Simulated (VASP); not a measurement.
# AlP (F-43m) in VASP: a series of runs

AlP is run at these levels: PBE; tasks: single point, relaxation of cell and atoms.

Program: VASP 6.6.1. These are calculated values, not measurements. Logs are shortened: lines on timing, memory, paths and dates and some standing lists are left out, and cuts for length are marked.

### 1 The cell of the first run

Symmetry: F-43m, No. 216, cubic system. Conventional cell: a = 5.473 Å, b = 5.473 Å, c = 5.473 Å, α = 90.00°, β = 90.00°, γ = 90.00°. Al (site symmetry -43m) has 4 P at 2.37 Å within 3.1 Å. Within 3.1 Å of P (site symmetry -43m) lie 4 Al at 2.37 Å.

### 2 Single point, PBE

File INCAR:

```
SYSTEM = AlP
  PREC = Accurate
  ENCUT = 500
  EDIFF = 1E-6
  ISMEAR = 0
  SIGMA = 0.1
  LREAL = .False.
  LASPH = .True.
  NELM = 120
  ALGO = Normal
  ISIF = 2
  LWAVE = .False.
  LCHARG = .True.
  GGA = PE
  LELF = .True.
  LVHAR = .True.
  NBANDS = 11
  GGA_COMPAT = .False.
```

File KPOINTS:

```
Automatic mesh
0
Gamma
  6 6 6
  0 0 0
```

File POSCAR:

```
AlP
1.0
    0.0000000000      2.7364838100      2.7364838100
    2.7364838100      0.0000000000      2.7364838100
    2.7364838100      2.7364838100      0.0000000000
Al P
1 1
Direct
    0.0000000000      0.0000000000      0.0000000000
    0.7500000000      0.7500000000      0.7500000000
```

Potentials or basis: VASP PAW PBE potentials, release 64 (Al, P).

Started as:

```
$ cat potpaw_PBE.64/Al/POTCAR potpaw_PBE.64/P/POTCAR > POTCAR
$ mpirun -np 1 vasp_std > vasp.out
```

OUTCAR:

```text
SYSTEM = AlP
   PREC = Accurate
   ENCUT = 500
   EDIFF = 1E-6
   ISMEAR = 0
   LREAL = .False.
   LASPH = .True.
   NELM = 120
   ISIF = 2
   GGA = PE

 ion  position               nearest neighbor table
   1  0.000  0.000  0.000-   2 2.37   2 2.37   2 2.37   2 2.37
   2  0.750  0.750  0.750-   1 2.37   1 2.37   1 2.37   1 2.37

  LATTYP: Found a face centered cubic cell.
 ALAT       =     5.4729676200

  Lattice vectors:

 A1 = (   0.0000000000,   2.7364838100,   2.7364838100)
 A2 = (   2.7364838100,   0.0000000000,   2.7364838100)
 A3 = (   2.7364838100,   2.7364838100,   0.0000000000)

Analysis of symmetry for initial positions (statically):
=====================================================================
 Subroutine PRICEL returns:
 Original cell was already a primitive cell.

 Routine SETGRP: Setting up the symmetry group for a
 face centered cubic supercell.

 Subroutine GETGRP returns: Found 24 space group operations
 (whereof 24 operations were pure point group operations)
 out of a pool of 48 trial point group operations.

The static configuration has the point symmetry T_d .

Analysis of symmetry for dynamics (positions and initial velocities):
=====================================================================
 Subroutine PRICEL returns:
 Original cell was already a primitive cell.

 Routine SETGRP: Setting up the symmetry group for a
 face centered cubic supercell.

 Subroutine GETGRP returns: Found 24 space group operations
 (whereof 24 operations were pure point group operations)
 out of a pool of 48 trial point group operations.

The dynamic configuration has the point symmetry T_d .

 Subroutine INISYM returns: Found 24 space group operations
 (whereof 24 operations are pure point group operations),
 and found     1 'primitive' translations

----------------------------------------------------------------------------------------

                                     Primitive cell

  volume of cell :      40.9835

  direct lattice vectors                    reciprocal lattice vectors
     0.000000000  2.736483810  2.736483810    -0.182716228  0.182716228  0.182716228
     2.736483810  0.000000000  2.736483810     0.182716228 -0.182716228  0.182716228
     2.736483810  2.736483810  0.000000000     0.182716228  0.182716228 -0.182716228

  length of vectors
     3.869972517  3.869972517  3.869972517     0.316473790  0.316473790  0.316473790

  position of ions in fractional coordinates (direct lattice)
     0.000000000  0.000000000  0.000000000
     0.750000000  0.750000000  0.750000000

  ion indices of the primitive-cell ions
   primitive index   ion index
                 1           1
                 2           2

----------------------------------------------------------------------------------------

 KPOINTS: Automatic mesh

Automatic generation of k-mesh.
 Grid dimensions read from file:
 generate k-points for:    6    6    6

 Generating k-lattice:

  Cartesian coordinates                     Fractional coordinates (reciprocal lattice)
    -0.030452705  0.030452705  0.030452705     0.166666667  0.000000000  0.000000000
     0.030452705 -0.030452705  0.030452705     0.000000000  0.166666667  0.000000000
     0.030452705  0.030452705 -0.030452705     0.000000000  0.000000000  0.166666667

  Length of vectors
     0.052745632  0.052745632  0.052745632

  Shift w.r.t. Gamma in fractional coordinates (k-lattice)
     0.000000000  0.000000000  0.000000000

 Subroutine IBZKPT returns following result:
 ===========================================

 Found     16 irreducible k-points:

 Following reciprocal coordinates:
            Coordinates               Weight
  0.000000  0.000000  0.000000      1.000000
  0.166667  0.000000  0.000000      8.000000
  0.333333  0.000000  0.000000      8.000000
  0.500000  0.000000  0.000000      4.000000
  0.166667  0.166667  0.000000      6.000000
  0.333333  0.166667  0.000000     24.000000
[... 8 lines left out ...]
 -0.333333  0.333333  0.166667     24.000000
 -0.333333  0.500000  0.166667     12.000000
   k-points           NKPTS =     16   k-points in BZ     NKDIM =     16   number of bands    NBANDS=     11
   number of dos      NEDOS =    301   number of ions     NIONS =      2
   total plane-waves  NPLWV =  21952
   dimension x,y,z NGX =    28 NGY =   28 NGZ =   28
   dimension x,y,z NGXF=    56 NGYF=   56 NGZF=   56
   ions per type =               1   1
   NGX,Y,Z   is equivalent  to a cutoff of  12.03, 12.03, 12.03 a.u.
   NGXF,Y,Z  is equivalent  to a cutoff of  24.06, 24.06, 24.06 a.u.
 SYSTEM =  AlP
   PREC   = accura    normal or accurate (medium, high low for compatibility)
   ISTART =      0    job   : 0-new  1-cont  2-samecut
   ICHARG =      2    charge: 1-file 2-atom 10-const
   ISPIN  =      1    spin polarized calculation?
   LNONCOLLINEAR =      F non collinear calculations
   LSORBIT =      F    spin-orbit coupling
   LASPH  =      T    aspherical Exc in radial PAW
   ENCUT  =  500.0 eV  36.75 Ry    6.06 a.u.   7.06  7.06  7.06*2*pi/ulx,y,z
   NELM   =    120;   NELMIN=  2; NELMDL= -5     # of ELM steps
   EDIFF  = 0.1E-05   stopping-criterion for ELM
   LREAL  =      F    real-space projection
   EDIFFG = 0.1E-04   stopping-criterion for IOM
   NSW    =      0    number of steps for IOM
   IBRION =     -1    ionic relax: 0-MD 1-quasi-New 2-CG
   NFREE  =      0    steps in history (QN), initial steepest desc. (CG)
   ISIF   =      2    stress and relaxation
   ISYM   =      2    0-nonsym 1-usesym 2-fastsym
   POTIM  = 0.5000    time-step for ionic-motion
   TEBEG  =    0.0;   TEEND  =   0.0 temperature during run
   PSTRESS=    0.0 pullay stress
   NELECT =       8.0000    total number of electrons
   NUPDOWN=      -1.0000    fix difference up-down
   EMIN   =  10.00;   EMAX   =-10.00  energy-range for DOS
   EFERMI =   0.00;   METHOD = LEGACY
   ISMEAR =     0;   SIGMA  =   0.10  broadening in eV -4-tet -1-fermi 0-gaus
   EFERMI_NEDOS =   21; number of points for ismear=-14 and -15
   IALGO  =     38    algorithm
   IMIX   =      4    mixing-type and parameters
     AMIX     =   0.40;   BMIX     =  1.00
     AMIX_MAG =   1.60;   BMIX_MAG =  1.00
  volume/ion in A,a.u.               =      20.49       138.29
  Fermi-wavevector in a.u.,A,eV,Ry     =   0.949661  1.794599 12.270497  0.901856
  Thomas-Fermi vector in A             =   2.077965
   LORBIT       =      0    0 simple, 1 ext, 2 COOP (PROOUT), +10 PAW based schemes
   GGA     = PE    functional components
   LHFCALC =     F    Hartree Fock is set to
   AEXX    =    0.0000 exact exchange contribution
   IVDW    =     0    specifies the selected vdW correction
   LEPSILON=     F    determine dielectric tensor
   LRPA    =     F    only Hartree local field effects (RPA)
 non-spin polarized calculation
 Gauss-broadening in eV      SIGMA  =   0.10
  energy-cutoff  :      500.00
  volume of cell :       40.98
 maximum number of plane-waves:      1056
   NGX = 15   NGY = 15   NGZ = 15

 number of electron       8.0000001 magnetization

 Free energy of the ion-electron system (eV)
  ---------------------------------------------------
  ext. energy  EPLUGINS =         0.00000000
  ---------------------------------------------------
  free energy    TOTEN  =       -10.36562030 eV

  energy without entropy =      -10.36562030  energy(sigma->0) =      -10.36562030

 E-fermi :   4.9314     XC(G=0):  -9.1793

 val. band max:        4.5198947145   @ k =   0.0000   0.0000   0.0000
 cond. band min:       6.1104833121   @ k =   0.5000   0.5000   0.0000
 fundamental gap:      1.5905885977
 Fermi energy:         4.9314447483

 k-point     1 :       0.0000    0.0000    0.0000
  band No.  band energies     occupation
      1      -6.9453      2.00000
      2       4.5199      2.00000
      3       4.5199      2.00000
      4       4.5199      2.00000
      5       7.7642      0.00000
      6       9.0686      0.00000
      7       9.0686      0.00000
      8       9.0686      0.00000
      9      13.3441      0.00000
     10      13.3441      0.00000
     11      14.7588      0.00000

 k-point     2 :       0.1667    0.0000    0.0000
  band No.  band energies     occupation
      1      -6.6447      2.00000
      2       2.6538      2.00000
      3       4.2789      2.00000
      4       4.2789      2.00000
      5       8.1121      0.00000
      6       9.5009      0.00000
      7       9.5009      0.00000
      8      10.1442      0.00000
      9      12.7074      0.00000
     10      12.7074      0.00000
     11      15.3475      0.00000

 k-point     3 :       0.3333    0.0000    0.0000
  band No.  band energies     occupation
      1      -5.8627      2.00000
      2       0.2037      2.00000
      3       3.9094      2.00000
      4       3.9094      2.00000
      5       7.5448      0.00000
      6       9.5591      0.00000
      7       9.5591      0.00000
      8      12.4166      0.00000
      9      13.6319      0.00000
     10      13.6319      0.00000
     11      14.8126      0.00000

 k-point     4 :       0.5000    0.0000    0.0000
  band No.  band energies     occupation
      1      -5.2831      2.00000
      2      -0.9778      2.00000
      3       3.7603      2.00000
      4       3.7603      2.00000
      5       7.3067      0.00000
      6       9.3347      0.00000
      7       9.3347      0.00000
      8      12.7733      0.00000
      9      16.0271      0.00000
     10      16.0271      0.00000
     11      16.3040      0.00000

 k-point     5 :       0.1667    0.1667    0.0000
  band No.  band energies     occupation
      1      -6.5432      2.00000
      2       2.8232      2.00000
      3       3.7799      2.00000
      4       3.7799      2.00000
      5       8.1036      0.00000
      6       9.1644      0.00000
      7      10.3625      0.00000
      8      10.3625      0.00000
      9      11.6263      0.00000
     10      13.8672      0.00000
     11      16.5499      0.00000
[... 99 lines left out ...]
 k-point    13 :       0.5000    0.5000    0.0000
  band No.  band energies     occupation
      1      -4.6267      2.00000
      2      -0.7656      2.00000
      3       2.4311      2.00000
      4       2.4311      2.00000
      5       6.1105      0.00000
      6       6.9873      0.00000
      7      15.5294      0.00000
      8      15.5294      0.00000
      9      16.5063      0.00000
     10      16.5792      0.00000
     11      16.5792      0.00000

 k-point    14 :       0.5000    0.3333    0.1667
  band No.  band energies     occupation
      1      -5.2439      2.00000
      2       0.1129      2.00000
      3       1.8659      2.00000
      4       2.9419      2.00000
      5       8.3726      0.00000
      6       9.3421      0.00000
      7      10.0040      0.00000
      8      12.7118      0.00000
      9      13.8387      0.00000
     10      15.9686      0.00000
     11      17.8512      0.00000

 k-point    15 :      -0.3333    0.3333    0.1667
  band No.  band energies     occupation
      1      -4.7897      2.00000
      2      -0.4489      2.00000
      3       1.4152      2.00000
      4       2.5542      2.00000
      5       8.5673      0.00000
      6       9.4765      0.00000
      7      11.3802      0.00000
      8      12.1588      0.00000
      9      13.3679      0.00000
     10      16.4153      0.00000
     11      17.3925      0.00000

 k-point    16 :      -0.3333    0.5000    0.1667
  band No.  band energies     occupation
      1      -4.5906      2.00000
      2      -0.5027      2.00000
      3       1.6350      2.00000
      4       1.8752      2.00000
      5       7.8387      0.00000
      6       8.8209      0.00000
      7      12.1476      0.00000
      8      12.4945      0.00000
      9      15.7184      0.00000
     10      16.4359      0.00000
     11      17.7446      0.00000

------------------------ aborting loop because EDIFF is reached ----------------------------------------

  FORCE on cell =-STRESS in cart. coord.  units (eV):
  Direction    XX          YY          ZZ          XY          YZ          ZX
  --------------------------------------------------------------------------------------
  -------------------------------------------------------------------------------------
  Total        0.4028844      0.4028844      0.4028844      0.0000000      0.0000000     -0.0000000
  in kB       15.7500659     15.7500659     15.7500659      0.0000000      0.0000000     -0.0000000
  external PRESSURE =      15.7500659 kB  Pullay stress =       0.0000000 kB

 VOLUME and BASIS-vectors are now :
 -----------------------------------------------------------------------------
  energy-cutoff  :      500.00
  volume of cell :       40.98
      direct lattice vectors                 reciprocal lattice vectors
     0.000000000  2.736483810  2.736483810    -0.182716228  0.182716228  0.182716228
     2.736483810  0.000000000  2.736483810     0.182716228 -0.182716228  0.182716228
     2.736483810  2.736483810  0.000000000     0.182716228  0.182716228 -0.182716228

 POSITION                                       TOTAL-FORCE (eV/Angst)
 -----------------------------------------------------------------------------------
      0.00000      0.00000      0.00000         0.000000      0.000000      0.000000
      4.10473      4.10473      4.10473        -0.000000     -0.000000     -0.000000
 -----------------------------------------------------------------------------------
    total drift:                                0.000000      0.000000     -0.000000

  FREE ENERGIE OF THE ION-ELECTRON SYSTEM (eV)
  ---------------------------------------------------
  free  energy   TOTEN  =       -10.3656202988 eV

  energy  without entropy=      -10.3656202987  energy(sigma->0) =      -10.36562030
```

Run time: 5.6 s. Hardware: 1 thread of AMD EPYC 7R13 (Zen 3), shared host; peak memory 0.12 GiB.

What came out:

| Quantity | Value |
| --- | --- |
| Free energy | -10.3656 eV |
| Pressure | 1.6 GPa |
| Band gap on the k mesh | 1.59 eV (least direct gap 3.24 eV) |

A k mesh can miss the band edges.

### 3 Single point, PBE

This run uses another cell than the first one, of 20.88 Å³/atom.

File INCAR:

```
SYSTEM = AlP
PREC = Accurate
ENCUT = 500
EDIFF = 1E-6
ISMEAR = 0
SIGMA = 0.02
LREAL = .FALSE.
LASPH = .TRUE.
NELM = 120
ALGO = Normal
ISIF = 2
LWAVE = .FALSE.
LCHARG = .FALSE.
GGA = PE
NBANDS = 11
GGA_COMPAT = .FALSE.
```

File KPOINTS:

```
regular mesh
0
G
  8 8 8
  0 0 0
```

File POSCAR:

```
AlP
1.0
    0.0000000000      2.7536699398      2.7536699398
    2.7536699398      0.0000000000      2.7536699398
    2.7536699398      2.7536699398      0.0000000000
Al P
1 1
Direct
    0.0000000000      0.0000000000      0.0000000000
    0.7500000000      0.7500000000      0.7500000000
```

Potentials or basis: VASP PAW PBE potentials, release 64 (Al, P).

Started as:

```
$ cat potpaw_PBE.64/Al/POTCAR potpaw_PBE.64/P/POTCAR > POTCAR
$ mpirun -np 1 vasp_std > vasp.out
```

Run time: 8.9 s. Hardware: 1 thread of AMD EPYC 7R13 (Zen 3), shared host; peak memory 0.12 GiB.

The run converged. Its results:

* Free energy: -10.3768 eV
* Pressure: -0.1 GPa
* Band gap on the k mesh: 1.63 eV (least direct gap 3.09 eV)

Levels at points of the mesh, in eV from the valence-band top:
```tsv
k point	band 1	band 2	band 3	band 4	band 5	band 6	band 7	band 8
(0.00, 0.00, 0.00)	-11.36	0.00	0.00	0.00	3.09	4.53	4.53	4.53
(0.50, 0.00, 0.00)	-9.74	-5.41	-0.75	-0.75	2.72	4.81	4.81	8.20
(0.50, 0.50, 0.00)	-9.11	-5.22	-2.05	-2.05	1.63	2.47	10.85	10.85
```

### 4 Relaxation of cell and atoms, PBE

File INCAR:

```
SYSTEM = AlP
PREC = Accurate
ENCUT = 500
EDIFF = 1E-7
ISMEAR = 0
SIGMA = 0.02
LREAL = .FALSE.
LASPH = .TRUE.
NELM = 120
ALGO = Normal
ISIF = 3
LWAVE = .FALSE.
LCHARG = .FALSE.
GGA = PE
IBRION = 2
NSW = 100
EDIFFG = -0.01
GGA_COMPAT = .FALSE.
NELMIN = 4
```

KPOINTS is that of step 3.

File POSCAR:

```
AlP
1.0
    0.0000000000      2.7364838100      2.7364838100
    2.7364838100      0.0000000000      2.7364838100
    2.7364838100      2.7364838100      0.0000000000
Al P
1 1
Direct
    0.0000000000      0.0000000000      0.0000000000
    0.7500000000      0.7500000000      0.7500000000
```

Started as:

```
$ cat potpaw_PBE.64/Al/POTCAR potpaw_PBE.64/P/POTCAR > POTCAR
$ mpirun -np 1 vasp_std > vasp.out
```

It took 18 s on 1 thread of AMD EPYC 7R13 (Zen 3), shared host; peak memory 0.12 GiB.

The run converged. Its results:

| Property | Result |
| --- | --- |
| Free energy | -10.3767 eV |
| Relaxed volume | 20.86 Å³/atom |
| Relaxed cell | a = 3.893 Å, b = 3.893 Å, c = 3.893 Å, α = 60.00°, β = 60.00°, γ = 60.00° |
| Space group after relaxing (to 0.1 Å) | F-43m (No. 216) |
| Energy gained by relaxing | 1.7 meV/atom |
| Ionic steps | 3 |
| Pressure after relaxing | 0.0 GPa |
| Band gap on the k mesh | 1.63 eV (least direct gap 3.09 eV) |

The path:
```
step  energy change (eV)  largest force (eV/Å)  pressure (GPa)  volume (Å³)
   1              0.0000                0.0000            1.53        40.98
   2             -0.0023                0.0000           -0.84        42.16
   3             -0.0035                0.0000            0.00        41.72
```

Final structure:
```xyz
2
Lattice="0.0000 2.7528 2.7528 2.7528 0.0000 2.7528 2.7528 2.7528 0.0000" Properties=species:S:1:pos:R:3 pbc="T T T"
Al    2.7528    2.7528    0.0000
P     4.1292    4.1292    4.1292
```

Levels at points of the mesh, in eV from the valence-band top:
| k point | band 1 | band 2 | band 3 | band 4 | band 5 | band 6 | band 7 | band 8 |
| --- | --- | --- | --- | --- | --- | --- | --- | --- |
| (0.00, 0.00, 0.00) | -11.36 | 0.00 | 0.00 | 0.00 | 3.09 | 4.53 | 4.53 | 4.53 |
| (0.50, 0.00, 0.00) | -9.75 | -5.42 | -0.75 | -0.75 | 2.72 | 4.81 | 4.81 | 8.21 |
| (0.50, 0.50, 0.00) | -9.11 | -5.22 | -2.05 | -2.05 | 1.63 | 2.47 | 10.86 | 10.86 |

A k mesh can miss the band edges.

### 5 Overview

| task | cell | k mesh | smearing | gap on the mesh (eV) | pressure (GPa) |
| --- | --- | --- | --- | --- | --- |
| single point | a = 3.870 Å, angles 60.0°, 2 atoms | 6 × 6 × 6 | gaussian 0.1 eV | 1.59 | 1.6 |
| single point | a = 3.894 Å, angles 60.0°, 2 atoms | 8 × 8 × 8 | gaussian 0.02 eV | 1.63 | -0.1 |
| relaxation of cell and atoms | relaxed from a = 3.870 Å, angles 60.0°, 2 atoms | 8 × 8 × 8 | gaussian 0.02 eV | 1.63 | 0.0 |

Alike in all rows: level PBE; potentials or basis VASP PAW PBE potentials, release 64 (Al, P); no spin polarisation; cutoff (eV) 500.

Absolute energies hang on the potentials; compare differences alone.
